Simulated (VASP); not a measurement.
# Si5Se (P6/mmm) in VASP: notebook

Runs on Si5Se. Level: PBE. Tasks: single point.

Everything below comes from runs of VASP 6.6.1. Logs are shortened: lines on timing, memory, paths and dates and some standing lists are left out, and cuts for length are marked.

**1. The cell of the first run**

The structure is hexagonal, space group P6/mmm (No. 191). Conventional cell: a = 5.703 Å, b = 5.703 Å, c = 3.558 Å, α = 90.00°, β = 90.00°, γ = 120.00°. Si (site symmetry mmm) has 2 Si at 1.65 Å within 2.2 Å. Within 2.2 Å of Si (site symmetry -6m2) lie 3 Si at 1.65 Å. Within 4.4 Å of Se (site symmetry 6/mmm) lie 24 Si at 3.36 to 3.74 Å and 2 Se at 3.56 Å.

**2. Single point, PBE**

INCAR

```
SYSTEM = Si5Se
PREC = Accurate ; ENCUT = 520
EDIFF = 1E-6 ; ISMEAR = 0
SIGMA = 0.1 ; LREAL = .FALSE.
LASPH = .TRUE. ; NELM = 80
ALGO = Normal ; ISIF = 2
LWAVE = .FALSE. ; LCHARG = .TRUE.
GGA = PE ; LELF = .TRUE.
LVHAR = .TRUE. ; NBANDS = 22
```

KPOINTS

```
regular mesh
0
G
  6 6 6
  0 0 0
```

POSCAR

```
Si5Se
1.0
    5.7025408000      0.0000000000      0.0000000000
   -2.8512704000      4.9385451900      0.0000000000
    0.0000000000      0.0000000000      3.5583118200
Si Se
5 1
Direct
    0.5000000000      0.0000000000      0.5000000000
    0.0000000000      0.5000000000      0.5000000000
    0.5000000000      0.5000000000      0.5000000000
    0.3333333300      0.6666666700      0.5000000000
    0.6666666700      0.3333333300      0.5000000000
    0.0000000000      0.0000000000      0.0000000000
```

Potentials or basis: VASP PAW PBE potentials, release 64 (Si, Se).

Command:

```sh
cat potpaw_PBE.64/Si/POTCAR potpaw_PBE.64/Se/POTCAR > POTCAR
mpirun -np 1 vasp_std > vasp.out
```

OUTCAR:

```text
SYSTEM = Si5Se
   PREC = Accurate
   ENCUT = 520
   EDIFF = 1E-6
   ISMEAR = 0
   LREAL = .FALSE.
   LASPH = .TRUE.
   NELM = 80
   ISIF = 2
   GGA = PE

 ion  position               nearest neighbor table
   1  0.500  0.000  0.500-   4 1.65   5 1.65   2 2.85   3 2.85   3 2.85   2 2.85
   2  0.000  0.500  0.500-   4 1.65   5 1.65   1 2.85   1 2.85   3 2.85   3 2.85
   3  0.500  0.500  0.500-   4 1.65   5 1.65   1 2.85   1 2.85   2 2.85   2 2.85
   4  0.333  0.667  0.500-   1 1.65   2 1.65   3 1.65
   5  0.667  0.333  0.500-   1 1.65   2 1.65   3 1.65
   6  0.000  0.000  0.000-

  LATTYP: Found a hexagonal cell.
 ALAT       =     5.7025408000
 C/A-ratio  =     0.6239870866

  Lattice vectors:

 A1 = (   5.7025408000,   0.0000000000,   0.0000000000)
 A2 = (  -2.8512704000,   4.9385451900,   0.0000000000)
 A3 = (   0.0000000000,   0.0000000000,   3.5583118200)

Analysis of symmetry for initial positions (statically):
=====================================================================
 Subroutine PRICEL returns:
 Original cell was already a primitive cell.

 Routine SETGRP: Setting up the symmetry group for a
 hexagonal supercell.

 Subroutine GETGRP returns: Found 24 space group operations
 (whereof 24 operations were pure point group operations)
 out of a pool of 24 trial point group operations.

The static configuration has the point symmetry D_6h.

Analysis of symmetry for dynamics (positions and initial velocities):
=====================================================================
 Subroutine PRICEL returns:
 Original cell was already a primitive cell.

 Routine SETGRP: Setting up the symmetry group for a
 hexagonal supercell.

 Subroutine GETGRP returns: Found 24 space group operations
 (whereof 24 operations were pure point group operations)
 out of a pool of 24 trial point group operations.

The dynamic configuration has the point symmetry D_6h.

 Subroutine INISYM returns: Found 24 space group operations
 (whereof 24 operations are pure point group operations),
 and found     1 'primitive' translations

----------------------------------------------------------------------------------------

                                     Primitive cell

  volume of cell :     100.2101

  direct lattice vectors                    reciprocal lattice vectors
     5.702540800  0.000000000  0.000000000     0.175360429  0.101244391  0.000000000
    -2.851270400  4.938545190  0.000000000     0.000000000  0.202488782  0.000000000
     0.000000000  0.000000000  3.558311820     0.000000000  0.000000000  0.281032144

  length of vectors
     5.702540800  5.702540792  3.558311820     0.202488782  0.202488782  0.281032144

  position of ions in fractional coordinates (direct lattice)
     0.500000000  0.000000000  0.500000000
     0.000000000  0.500000000  0.500000000
     0.500000000  0.500000000  0.500000000
     0.333333330  0.666666670  0.500000000
     0.666666670  0.333333330  0.500000000
     0.000000000  0.000000000  0.000000000

  ion indices of the primitive-cell ions
   primitive index   ion index
                 1           1
                 2           2
                 3           3
                 4           4
                 5           5
                 6           6

----------------------------------------------------------------------------------------

 KPOINTS: regular mesh

Automatic generation of k-mesh.
 Grid dimensions read from file:
 generate k-points for:    6    6    6

 Generating k-lattice:

  Cartesian coordinates                     Fractional coordinates (reciprocal lattice)
     0.029226738  0.016874065  0.000000000     0.166666667  0.000000000  0.000000000
     0.000000000  0.033748130  0.000000000     0.000000000  0.166666667  0.000000000
     0.000000000  0.000000000  0.046838691     0.000000000  0.000000000  0.166666667

  Length of vectors
     0.033748130  0.033748130  0.046838691

  Shift w.r.t. Gamma in fractional coordinates (k-lattice)
     0.000000000  0.000000000  0.000000000

 Subroutine IBZKPT returns following result:
 ===========================================

 Found     28 irreducible k-points:

 Following reciprocal coordinates:
            Coordinates               Weight
  0.000000  0.000000  0.000000      1.000000
  0.166667 -0.000000  0.000000      6.000000
  0.333333 -0.000000  0.000000      6.000000
  0.500000 -0.000000  0.000000      3.000000
  0.166667  0.166667  0.000000      6.000000
  0.333333  0.166667  0.000000     12.000000
[... 16 lines left out ...]
  0.166667 -0.000000  0.500000      6.000000
  0.333333 -0.000000  0.500000      6.000000
 [... further k-points ...]
   k-points           NKPTS =     28   k-points in BZ     NKDIM =     28   number of bands    NBANDS=     22
   number of dos      NEDOS =    301   number of ions     NIONS =      6
   total plane-waves  NPLWV =  49392
   dimension x,y,z NGX =    42 NGY =   42 NGZ =   28
   dimension x,y,z NGXF=    84 NGYF=   84 NGZF=   56
   ions per type =               5   1
   NGX,Y,Z   is equivalent  to a cutoff of  12.24, 12.24, 13.08 a.u.
   NGXF,Y,Z  is equivalent  to a cutoff of  24.49, 24.49, 26.16 a.u.
 SYSTEM =  Si5Se
   PREC   = accura    normal or accurate (medium, high low for compatibility)
   ISTART =      0    job   : 0-new  1-cont  2-samecut
   ICHARG =      2    charge: 1-file 2-atom 10-const
   ISPIN  =      1    spin polarized calculation?
   LNONCOLLINEAR =      F non collinear calculations
   LSORBIT =      F    spin-orbit coupling
   LASPH  =      T    aspherical Exc in radial PAW
   ENCUT  =  520.0 eV  38.22 Ry    6.18 a.u.  10.60 10.60  6.62*2*pi/ulx,y,z
   NELM   =     80;   NELMIN=  2; NELMDL= -5     # of ELM steps
   EDIFF  = 0.1E-05   stopping-criterion for ELM
   LREAL  =      F    real-space projection
   EDIFFG = 0.1E-04   stopping-criterion for IOM
   NSW    =      0    number of steps for IOM
   IBRION =     -1    ionic relax: 0-MD 1-quasi-New 2-CG
   NFREE  =      0    steps in history (QN), initial steepest desc. (CG)
   ISIF   =      2    stress and relaxation
   ISYM   =      2    0-nonsym 1-usesym 2-fastsym
   POTIM  = 0.5000    time-step for ionic-motion
   TEBEG  =    0.0;   TEEND  =   0.0 temperature during run
   PSTRESS=    0.0 pullay stress
   NELECT =      26.0000    total number of electrons
   NUPDOWN=      -1.0000    fix difference up-down
   EMIN   =  10.00;   EMAX   =-10.00  energy-range for DOS
   EFERMI =   0.00;   METHOD = LEGACY
   ISMEAR =     0;   SIGMA  =   0.10  broadening in eV -4-tet -1-fermi 0-gaus
   EFERMI_NEDOS =   21; number of points for ismear=-14 and -15
   IALGO  =     38    algorithm
   IMIX   =      4    mixing-type and parameters
     AMIX     =   0.40;   BMIX     =  1.00
     AMIX_MAG =   1.60;   BMIX_MAG =  1.00
  volume/ion in A,a.u.               =      16.70       112.71
  Fermi-wavevector in a.u.,A,eV,Ry     =   1.044148  1.973154 14.833689  1.090245
  Thomas-Fermi vector in A             =   2.178888
   LORBIT       =      0    0 simple, 1 ext, 2 COOP (PROOUT), +10 PAW based schemes
   GGA     = PE    functional components
   LHFCALC =     F    Hartree Fock is set to
   AEXX    =    0.0000 exact exchange contribution
   IVDW    =     0    specifies the selected vdW correction
   LEPSILON=     F    determine dielectric tensor
   LRPA    =     F    only Hartree local field effects (RPA)
 non-spin polarized calculation
 Gauss-broadening in eV      SIGMA  =   0.10
  energy-cutoff  :      520.00
  volume of cell :      100.21
 maximum number of plane-waves:      2725
   NGX = 21   NGY = 21   NGZ = 13

 number of electron      26.0000002 magnetization

 Free energy of the ion-electron system (eV)
  ---------------------------------------------------
  ext. energy  EPLUGINS =         0.00000000
  ---------------------------------------------------
  free energy    TOTEN  =         7.42065392 eV

  energy without entropy =        7.43253243  energy(sigma->0) =        7.42659317

 E-fermi :   7.2124     XC(G=0): -10.1612

 val. band max:        7.2075673831   @ k =   0.1667   0.1667   0.0000
 cond. band min:       7.2454639483   @ k =   0.5000  -0.0000   0.3333
 fundamental gap:      0.0378965653
 Fermi energy:         7.2123650013

 k-point     1 :       0.0000    0.0000    0.0000
  band No.  band energies     occupation
      1      -7.6307      2.00000
      2      -4.7429      2.00000
      3      -3.7593      2.00000
      4      -2.0600      2.00000
      5      -2.0600      2.00000
      6       0.7825      2.00000
[... 14 lines left out ...]
     21      11.4607      0.00000
     22      13.1246      0.00000

 k-point     2 :       0.1667   -0.0000    0.0000
  band No.  band energies     occupation
      1      -7.4922      2.00000
      2      -4.8596      2.00000
      3      -4.3200      2.00000
      4      -2.1744      2.00000
      5      -1.4952      2.00000
      6       1.1296      2.00000
[... 14 lines left out ...]
     21      12.5332      0.00000
     22      12.8678      0.00000

 k-point     3 :       0.3333   -0.0000    0.0000
  band No.  band energies     occupation
      1      -7.0907      2.00000
      2      -5.4719      2.00000
      3      -4.8091      2.00000
      4      -2.3637      2.00000
      5      -0.5704      2.00000
      6       1.7955      2.00000
[... 14 lines left out ...]
     21      12.6385      0.00000
     22      13.3788      0.00000

 k-point     4 :       0.5000   -0.0000    0.0000
  band No.  band energies     occupation
      1      -6.6310      2.00000
      2      -6.1175      2.00000
      3      -4.8961      2.00000
      4      -2.4447      2.00000
      5      -0.0147      2.00000
      6       1.7754      2.00000
[... 14 lines left out ...]
     21      12.9021      0.00000
     22      12.9359      0.00000

 k-point     5 :       0.1667    0.1667    0.0000
  band No.  band energies     occupation
      1      -7.2208      2.00000
      2      -5.0600      2.00000
      3      -4.9851      2.00000
      4      -2.1850      2.00000
      5      -0.9093      2.00000
      6       1.5623      2.00000
[... 14 lines left out ...]
     21      12.1463      0.00000
     22      13.4040      0.00000

 k-point     6 :       0.3333    0.1667    0.0000
  band No.  band energies     occupation
      1      -6.7175      2.00000
      2      -5.8348      2.00000
      3      -5.2019      2.00000
      4      -2.1739      2.00000
      5      -0.1471      2.00000
      6       1.4227      2.00000
[... 14 lines left out ...]
     21      12.7354      0.00000
     22      13.1557      0.00000

 k-point     7 :       0.3333    0.3333    0.0000
  band No.  band energies     occupation
      1      -6.1993      2.00000
      2      -6.1993      2.00000
      3      -5.5735      2.00000
      4      -1.9657      2.00000
      5       0.5278      2.00000
      6       0.5278      2.00000
[... 324 lines left out ...]
      6       1.5364      2.00000
[... 14 lines left out ...]
     21      12.7992      0.00000
     22      13.7135      0.00000

 k-point    21 :       0.3333    0.3333    0.3333
  band No.  band energies     occupation
      1      -5.7315      2.00000
      2      -5.7315      2.00000
      3      -5.0015      2.00000
      4      -1.9415      2.00000
      5       0.9537      2.00000
      6       0.9537      2.00000
[... 14 lines left out ...]
     21      13.1701      0.00000
     22      13.4515      0.00000

 k-point    22 :       0.0000    0.0000    0.5000
  band No.  band energies     occupation
      1      -6.7044      2.00000
      2      -4.8416      2.00000
      3      -3.2241      2.00000
      4      -1.4175      2.00000
      5      -1.4175      2.00000
      6       0.9225      2.00000
[... 14 lines left out ...]
     21      12.6334      0.00000
     22      13.0668      0.00000

 k-point    23 :       0.1667   -0.0000    0.5000
  band No.  band energies     occupation
      1      -6.5864      2.00000
      2      -4.8218      2.00000
      3      -3.7543      2.00000
      4      -1.4993      2.00000
      5      -0.8993      2.00000
      6       0.8823      2.00000
[... 14 lines left out ...]
     21      12.9910      0.00000
     22      13.6760      0.00000

 k-point    24 :       0.3333   -0.0000    0.5000
  band No.  band energies     occupation
      1      -6.2594      2.00000
      2      -4.7813      2.00000
      3      -4.5860      2.00000
      4      -1.6419      2.00000
      5      -0.3034      2.00000
      6       0.8309      2.00000
[... 14 lines left out ...]
     21      12.4595      0.00000
     22      14.8467      0.00000

 [... further k-points ...]

------------------------ aborting loop because EDIFF is reached ----------------------------------------

  FORCE on cell =-STRESS in cart. coord.  units (eV):
  Direction    XX          YY          ZZ          XY          YZ          ZX
  --------------------------------------------------------------------------------------
  -------------------------------------------------------------------------------------
  Total      125.6666112    125.6666108     -2.0243161      0.0000000      0.0000000      0.0000000
  in kB     2009.1809403   2009.1809330    -32.3651387      0.0000000      0.0000000      0.0000000
  external PRESSURE =    1328.6655782 kB  Pullay stress =       0.0000000 kB

 VOLUME and BASIS-vectors are now :
 -----------------------------------------------------------------------------
  energy-cutoff  :      520.00
  volume of cell :      100.21
      direct lattice vectors                 reciprocal lattice vectors
     5.702540800  0.000000000  0.000000000     0.175360429  0.101244391  0.000000000
    -2.851270400  4.938545190  0.000000000     0.000000000  0.202488782  0.000000000
     0.000000000  0.000000000  3.558311820     0.000000000  0.000000000  0.281032144

 POSITION                                       TOTAL-FORCE (eV/Angst)
 -----------------------------------------------------------------------------------
      2.85127      0.00000      1.77916         0.000000      0.000000      0.000000
     -1.42564      2.46927      1.77916        -0.000000      0.000000      0.000000
      1.42564      2.46927      1.77916        -0.000000      0.000000      0.000000
     -0.00000      3.29236      1.77916         0.000000      0.000000      0.000000
      2.85127      1.64618      1.77916        -0.000000      0.000000     -0.000000
      0.00000      0.00000      0.00000        -0.000000      0.000000      0.000000
 -----------------------------------------------------------------------------------
    total drift:                               -0.000000     -0.000000      0.000000

  FREE ENERGIE OF THE ION-ELECTRON SYSTEM (eV)
  ---------------------------------------------------
  free  energy   TOTEN  =         7.4206539193 eV

  energy  without entropy=        7.4325324281  energy(sigma->0) =        7.42659317
```

Run time: 37 s. Hardware: 1 thread of Intel Xeon 6975P-C (Granite Rapids), shared host; peak memory 0.23 GiB.

Results:

- Free energy: 7.4207 eV
- Pressure: 132.9 GPa
- Band gap on the k mesh: zero (band 13 reaches 8.64 eV, above the bottom of band 14 at 5.29 eV)

(Continued in part 2 of 2.)
